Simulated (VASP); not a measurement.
# Ru (Pm-3m) in VASP: a series of runs

The runs below take Ru through single point, relaxation of cell and atoms, with PBEsol.

Program: VASP 6.6.1. These are calculated values, not measurements. Logs are shortened: lines on timing, memory, paths and dates and some standing lists are left out, and cuts for length are marked.

### 1 The cell of the first run

It takes space group Pm-3m (No. 221, cubic). Conventional cell: a = 2.439 Å, b = 2.439 Å, c = 2.439 Å, α = 90.00°, β = 90.00°, γ = 90.00°. Ru (site symmetry m-3m) has 6 Ru at 2.44 Å within 3.2 Å.

### 2 Single point, PBEsol (volume scaled by 0.95)

INCAR reads:

```
SYSTEM = Ru
ALGO = Normal
EDIFF = 1E-6
ENCUT = 520
GGA = PS
ISIF = 2
ISMEAR = -1
LASPH = .TRUE.
LCHARG = .TRUE.
LELF = .TRUE.
LREAL = .FALSE.
LVHAR = .TRUE.
LWAVE = .FALSE.
NBANDS = 13
NELM = 80
PREC = Accurate
SIGMA = 0.1
```

KPOINTS reads:

```
k-points
0
G
  15 15 15
  0 0 0
```

POSCAR reads:

```
Ru
1.0
    2.4388656056      0.0000000000      0.0000000000
    0.0000000000      2.4388656056      0.0000000000
    0.0000000000      0.0000000000      2.4388656056
Ru
1
Direct
    0.0000000000      0.0000000000      0.0000000000
```

Potentials or basis: VASP PAW PBE potentials, release 64 (Ru_pv).

On the command line:

```
$ cat potpaw_PBE.64/Ru_pv/POTCAR > POTCAR
$ mpirun -np 1 vasp_std > vasp.out
```

OUTCAR:

```text
SYSTEM = Ru
   EDIFF = 1E-6
   ENCUT = 520
   GGA = PS
   ISIF = 2
   ISMEAR = -1
   LASPH = .TRUE.
   LREAL = .FALSE.
   NELM = 80
   PREC = Accurate

 ion  position               nearest neighbor table
   1  0.000  0.000  0.000-

  LATTYP: Found a simple cubic cell.
 ALAT       =     2.4388656056

  Lattice vectors:

 A1 = (   2.4388656056,   0.0000000000,   0.0000000000)
 A2 = (   0.0000000000,   2.4388656056,   0.0000000000)
 A3 = (   0.0000000000,   0.0000000000,   2.4388656056)

Analysis of symmetry for initial positions (statically):
=====================================================================
 Subroutine PRICEL returns:
 Original cell was already a primitive cell.

 Routine SETGRP: Setting up the symmetry group for a
 simple cubic supercell.

 Subroutine GETGRP returns: Found 48 space group operations
 (whereof 48 operations were pure point group operations)
 out of a pool of 48 trial point group operations.

The static configuration has the point symmetry O_h .

Analysis of symmetry for dynamics (positions and initial velocities):
=====================================================================
 Subroutine PRICEL returns:
 Original cell was already a primitive cell.

 Routine SETGRP: Setting up the symmetry group for a
 simple cubic supercell.

 Subroutine GETGRP returns: Found 48 space group operations
 (whereof 48 operations were pure point group operations)
 out of a pool of 48 trial point group operations.

The dynamic configuration has the point symmetry O_h .

 Subroutine INISYM returns: Found 48 space group operations
 (whereof 48 operations are pure point group operations),
 and found     1 'primitive' translations

----------------------------------------------------------------------------------------

                                     Primitive cell

  volume of cell :      14.5065

  direct lattice vectors                    reciprocal lattice vectors
     2.438865606  0.000000000  0.000000000     0.410026693  0.000000000  0.000000000
     0.000000000  2.438865606  0.000000000     0.000000000  0.410026693  0.000000000
     0.000000000  0.000000000  2.438865606     0.000000000  0.000000000  0.410026693

  length of vectors
     2.438865606  2.438865606  2.438865606     0.410026693  0.410026693  0.410026693

  position of ions in fractional coordinates (direct lattice)
     0.000000000  0.000000000  0.000000000

  ion indices of the primitive-cell ions
   primitive index   ion index
                 1           1

----------------------------------------------------------------------------------------

 KPOINTS: k-points

Automatic generation of k-mesh.
 Grid dimensions read from file:
 generate k-points for:   15   15   15

 Generating k-lattice:

  Cartesian coordinates                     Fractional coordinates (reciprocal lattice)
     0.027335113  0.000000000  0.000000000     0.066666667  0.000000000  0.000000000
     0.000000000  0.027335113  0.000000000     0.000000000  0.066666667  0.000000000
     0.000000000  0.000000000  0.027335113     0.000000000  0.000000000  0.066666667

  Length of vectors
     0.027335113  0.027335113  0.027335113

  Shift w.r.t. Gamma in fractional coordinates (k-lattice)
     0.000000000  0.000000000  0.000000000

 Subroutine IBZKPT returns following result:
 ===========================================

 Found    120 irreducible k-points:

 Following reciprocal coordinates:
            Coordinates               Weight
  0.000000  0.000000  0.000000      1.000000
  0.066667  0.000000  0.000000      6.000000
  0.133333  0.000000  0.000000      6.000000
  0.200000  0.000000  0.000000      6.000000
  0.266667  0.000000  0.000000      6.000000
  0.333333  0.000000  0.000000      6.000000
[... 16 lines left out ...]
  0.266667  0.200000  0.000000     24.000000
  0.333333  0.200000  0.000000     24.000000
 [... further k-points ...]
   k-points           NKPTS =    120   k-points in BZ     NKDIM =    120   number of bands    NBANDS=     13
   number of dos      NEDOS =    301   number of ions     NIONS =      1
   total plane-waves  NPLWV =   5832
   dimension x,y,z NGX =    18 NGY =   18 NGZ =   18
   dimension x,y,z NGXF=    36 NGYF=   36 NGZF=   36
   ions per type =               1
   NGX,Y,Z   is equivalent  to a cutoff of  12.27, 12.27, 12.27 a.u.
   NGXF,Y,Z  is equivalent  to a cutoff of  24.54, 24.54, 24.54 a.u.
 SYSTEM =  Ru
   PREC   = accura    normal or accurate (medium, high low for compatibility)
   ISTART =      0    job   : 0-new  1-cont  2-samecut
   ICHARG =      2    charge: 1-file 2-atom 10-const
   ISPIN  =      1    spin polarized calculation?
   LNONCOLLINEAR =      F non collinear calculations
   LSORBIT =      F    spin-orbit coupling
   LASPH  =      T    aspherical Exc in radial PAW
   ENCUT  =  520.0 eV  38.22 Ry    6.18 a.u.   4.53  4.53  4.53*2*pi/ulx,y,z
   NELM   =     80;   NELMIN=  2; NELMDL= -5     # of ELM steps
   EDIFF  = 0.1E-05   stopping-criterion for ELM
   LREAL  =      F    real-space projection
   EDIFFG = 0.1E-04   stopping-criterion for IOM
   NSW    =      0    number of steps for IOM
   IBRION =     -1    ionic relax: 0-MD 1-quasi-New 2-CG
   NFREE  =      0    steps in history (QN), initial steepest desc. (CG)
   ISIF   =      2    stress and relaxation
   ISYM   =      2    0-nonsym 1-usesym 2-fastsym
   POTIM  = 0.5000    time-step for ionic-motion
   TEBEG  =    0.0;   TEEND  =   0.0 temperature during run
   PSTRESS=    0.0 pullay stress
   NELECT =      14.0000    total number of electrons
   NUPDOWN=      -1.0000    fix difference up-down
   EMIN   =  10.00;   EMAX   =-10.00  energy-range for DOS
   EFERMI =   0.00;   METHOD = LEGACY
   ISMEAR =    -1;   SIGMA  =   0.10  broadening in eV -4-tet -1-fermi 0-gaus
   EFERMI_NEDOS =   21; number of points for ismear=-14 and -15
   IALGO  =     38    algorithm
   IMIX   =      4    mixing-type and parameters
     AMIX     =   0.40;   BMIX     =  1.00
     AMIX_MAG =   1.60;   BMIX_MAG =  1.00
  volume/ion in A,a.u.               =      14.51        97.89
  Fermi-wavevector in a.u.,A,eV,Ry     =   1.617818  3.057233 35.611002  2.617335
  Thomas-Fermi vector in A             =   2.712181
   LORBIT       =      0    0 simple, 1 ext, 2 COOP (PROOUT), +10 PAW based schemes
   GGA     = PS    functional components
   LHFCALC =     F    Hartree Fock is set to
   AEXX    =    0.0000 exact exchange contribution
   IVDW    =     0    specifies the selected vdW correction
   LEPSILON=     F    determine dielectric tensor
   LRPA    =     F    only Hartree local field effects (RPA)
 non-spin polarized calculation
  energy-cutoff  :      520.00
  volume of cell :       14.51
 maximum number of plane-waves:       405
   NGX =  9   NGY =  9   NGZ =  9

 number of electron      14.0000012 magnetization

 Free energy of the ion-electron system (eV)
  ---------------------------------------------------
  ext. energy  EPLUGINS =         0.00000000
  ---------------------------------------------------
  free energy    TOTEN  =        -8.93817728 eV

  energy without entropy =       -8.89555041  energy(sigma->0) =       -8.91686384

 E-fermi :  11.8231     XC(G=0): -13.7155

 val. band max:       11.8139256404   @ k =   0.4000   0.3333   0.0000
 cond. band min:      11.8525937452   @ k =   0.2667   0.0000   0.0000
 fundamental gap:      0.0386681047
 Fermi energy:        11.8231312236

 k-point     1 :       0.0000    0.0000    0.0000
  band No.  band energies     occupation
      1     -30.5752      2.00000
      2     -30.5752      2.00000
      3     -30.5752      2.00000
      4       4.0873      2.00000
      5       5.8073      2.00000
      6       5.8073      2.00000
      7      13.6950      0.00000
      8      13.6950      0.00000
      9      13.6950      0.00000
     10      22.5223      0.00000
     11      29.0559      0.00000
     12      29.0559      0.00000
     13      29.0559      0.00000

 k-point     2 :       0.0667    0.0000    0.0000
  band No.  band energies     occupation
      1     -30.6386      2.00000
      2     -30.5699      2.00000
      3     -30.5699      2.00000
      4       4.2346      2.00000
      5       5.8410      2.00000
      6       5.9670      2.00000
      7      13.5275      0.00000
      8      13.5275      0.00000
      9      13.7076      0.00000
     10      22.5222      0.00000
     11      28.2074      0.00000
     12      29.3357      0.00000
     13      29.3357      0.00000

 k-point     3 :       0.1333    0.0000    0.0000
  band No.  band energies     occupation
      1     -30.8157      2.00000
      2     -30.5547      2.00000
      3     -30.5547      2.00000
      4       4.6207      2.00000
      5       5.9377      2.00000
      6       6.4706      2.00000
      7      13.0798      0.00001
      8      13.0798      0.00001
      9      13.7435      0.00000
     10      22.5219      0.00000
     11      26.4119      0.00000
     12      30.1103      0.00000
     13      30.1103      0.00000
[... 305 lines left out ...]
 k-point    23 :       0.2667    0.2000    0.0000
  band No.  band energies     occupation
      1     -31.3022      2.00000
      2     -30.9881      2.00000
      3     -30.4646      2.00000
      4       6.3133      2.00000
      5       7.4129      2.00000
      6       8.7273      2.00000
      7      11.3380      1.98449
      8      11.9994      0.29283
      9      12.7498      0.00019
     10      22.5203      0.00000
     11      23.9972      0.00000
     12      27.1827      0.00000
     13      32.0738      0.00000

 k-point    24 :       0.3333    0.2000    0.0000
  band No.  band energies     occupation
      1     -31.5639      2.00000
      2     -30.9590      2.00000
      3     -30.4402      2.00000
      4       6.6417      2.00000
      5       7.5068      2.00000
      6       9.0612      2.00000
      7      11.4827      1.93568
      8      12.1195      0.09815
      9      12.8230      0.00009
     10      22.2979      0.00000
     11      22.5376      0.00000
     12      28.0700      0.00000
     13      31.3547      0.00000

 [... further k-points ...]
[... 5 lines left out ...]
  --------------------------------------------------------------------------------------
  -------------------------------------------------------------------------------------
  Total        1.3226011      1.3226011      1.3226011      0.0000000      0.0000000      0.0000000
  in kB      146.0749863    146.0749863    146.0749863      0.0000000      0.0000000      0.0000000
  external PRESSURE =     146.0749863 kB  Pullay stress =       0.0000000 kB

 VOLUME and BASIS-vectors are now :
 -----------------------------------------------------------------------------
  energy-cutoff  :      520.00
  volume of cell :       14.51
      direct lattice vectors                 reciprocal lattice vectors
     2.438865606  0.000000000  0.000000000     0.410026693  0.000000000  0.000000000
     0.000000000  2.438865606  0.000000000     0.000000000  0.410026693  0.000000000
     0.000000000  0.000000000  2.438865606     0.000000000  0.000000000  0.410026693

 POSITION                                       TOTAL-FORCE (eV/Angst)
 -----------------------------------------------------------------------------------
      0.00000      0.00000      0.00000         0.000000      0.000000      0.000000
 -----------------------------------------------------------------------------------
    total drift:                               -0.000000      0.000000      0.000000

  FREE ENERGIE OF THE ION-ELECTRON SYSTEM (eV)
  ---------------------------------------------------
  free  energy   TOTEN  =        -8.9381772777 eV

  energy  without entropy=       -8.8955504084  energy(sigma->0) =       -8.91686384
```

Wall time 5.7 s (1 thread of Intel Xeon 6975P-C (Granite Rapids), shared host); peak memory 0.13 GiB.

What came out:

- Free energy: -8.9382 eV
- Pressure: 14.6 GPa
- Band gap on the k mesh: zero (band 7 reaches 15.84 eV, above the bottom of band 8 at 10.62 eV)

Caveat: the cell differs from its parent crystal (volume scaled by 0.95); the PAW data sets were made with another functional, which shifts forces and pressure a little.

### 3 Single point, PBEsol

This run uses another cell than the first one, of 15.27 Å³/atom, 1.053 times its volume.

INCAR reads:

```
  PREC = Accurate
  ENCUT = 520
  EDIFF = 1E-7
  ISMEAR = -1
  SIGMA = 0.1
  LREAL = F
  LASPH = T
  NELM = 100
  ALGO = Normal
  ISIF = 2
  LWAVE = F
  LCHARG = T
  GGA = PS
  LELF = T
  LVHAR = T
  NBANDS = 13
```

KPOINTS reads:

```
regular mesh
0
Gamma
  15 15 15
```

POSCAR reads:

```
Ru
1.0
    2.4809232776      0.0000000000      0.0000000000
    0.0000000000      2.4809232776      0.0000000000
    0.0000000000      0.0000000000      2.4809232776
Ru
1
Direct
    0.0000000000      0.0000000000      0.0000000000
```

Potentials or basis: VASP PAW PBE potentials, release 64 (Ru_pv).

On the command line:

```
$ cat potpaw_PBE.64/Ru_pv/POTCAR > POTCAR
$ mpirun -np 1 vasp_std > vasp.out
```

It took 6.2 s on 1 thread of Intel Xeon 6975P-C (Granite Rapids), shared host; peak memory 0.13 GiB.

It converged, with:

* Free energy: -8.9724 eV
* Pressure: 0.2 GPa
* Band gap on the k mesh: zero (band 7 reaches 14.65 eV, above the bottom of band 8 at 9.83 eV)

Levels at points of the mesh, in eV from the Fermi level:
| k point | band 4 | band 5 | band 6 | band 7 | band 8 | band 9 | band 10 | band 11 |
| --- | --- | --- | --- | --- | --- | --- | --- | --- |
| (0.00, 0.00, 0.00) | -7.42 | -5.61 | -5.61 | 1.72 | 1.72 | 1.72 | 10.75 | 16.84 |

Caveat: the PAW data sets were made with another functional, which shifts forces and pressure a little.

### 4 Relaxation of cell and atoms, PBEsol

This run uses another cell than the first one, of 14.39 Å³/atom, 0.992 times its volume.

INCAR reads:

```
SYSTEM = Ru
PREC = Accurate
ENCUT = 600
EDIFF = 1E-6
ISMEAR = -1
SIGMA = 0.1
LREAL = .False.
LASPH = .True.
NELM = 100
ALGO = Normal
ISIF = 3
LWAVE = .False.
LCHARG = .False.
GGA = PS
IBRION = 2
NSW = 60
EDIFFG = -0.005
```

KPOINTS reads:

```
regular mesh
0
Gamma
  15 15 15
  0 0 0
```

POSCAR reads:

```
Ru
1.0
    2.4321304286      0.0000000000      0.0000000000
    0.0000000000      2.4321304286      0.0000000000
    0.0000000000      0.0000000000      2.4321304286
Ru
1
Direct
    0.0000000000      0.0000000000      0.0000000000
```

On the command line:

```
$ cat potpaw_PBE.64/Ru_pv/POTCAR > POTCAR
$ mpirun -np 1 vasp_std > vasp.out
```

Run time: 59 s. Hardware: 1 thread of Intel Xeon 6975P-C, shared host; peak memory 0.15 GiB.

The run converged. Its results:

```
Free energy                            : -8.9716 eV
Relaxed volume                         : 15.28 Å³/atom
Relaxed cell                           : a = 2.481 Å, b = 2.481 Å, c = 2.481 Å, α = 90.00°, β = 90.00°, γ = 90.00°
Space group after relaxing (to 0.05 Å) : Pm-3m (No. 221)
Energy gained by relaxing              : 45.4 meV/atom
Ionic steps                            : 16
Pressure after relaxing                : 0.0 GPa
Band gap on the k mesh                 : zero (band 7 reaches 14.64 eV, above the bottom of band 8 at 9.82 eV)
```

Step by step:
```
step  energy change (eV)  largest force (eV/Å)  pressure (GPa)  volume (Å³)
   1              0.0000                0.0000           17.25        14.39
   2              0.2042                0.0000          -26.58        17.86
   3             -0.0452                0.0000           -0.90        15.34
   4             -0.0454                0.0000           -0.08        15.28
   5             -0.0454                0.0000            0.23        15.27
   6             -0.0454                0.0000            0.25        15.27
   7             -0.0454                0.0000            0.20        15.27
   8             -0.0454                0.0000            0.19        15.27
   9             -0.0454                0.0000            0.19        15.27
  10             -0.0454                0.0000            0.19        15.27
  11             -0.0454                0.0000            0.19        15.27
  12             -0.0454                0.0000            0.20        15.27
  13             -0.0454                0.0000            0.21        15.27
  14             -0.0454                0.0000            0.15        15.27
  15             -0.0454                0.0000            0.11        15.27
  16             -0.0454                0.0000            0.04        15.28
```

Final structure:
```
Ru
1.0
     2.48140    0.00000    0.00000
     0.00000    2.48140    0.00000
     0.00000    0.00000    2.48140
Ru
1
Direct
  0.00000 0.00000 0.00000
```

Levels at points of the mesh, in eV from the Fermi level:
```
           k point  band 3  band 4  band 5  band 6  band 7  band 8  band 9  band 10  band 11
(0.00, 0.00, 0.00)  -42.37   -7.42   -5.60   -5.60    1.72    1.72    1.72    10.76    16.84
```

Caveat: the PAW data sets were made with another functional, which shifts forces and pressure a little.

### 5 Overview

```csv
task,cell,cutoff (eV),gap on the mesh (eV),pressure (GPa)
single point,"a = 2.439 Å, 1 atom",520,none,14.6
single point,"a = 2.481 Å, 1 atom",520,none,0.2
relaxation of cell and atoms,"relaxed from a = 2.432 Å, 1 atom",600,none,0.0
```

Alike in all rows: level PBEsol; potentials or basis VASP PAW PBE potentials, release 64 (Ru_pv); no spin polarisation; k mesh 15 × 15 × 15; smearing fermi-dirac 0.1 eV.

Caveats: the PAW data sets were made with another functional, which shifts forces and pressure a little.

Total energies depend on the potentials used, so only differences within one code and one set of settings carry meaning.
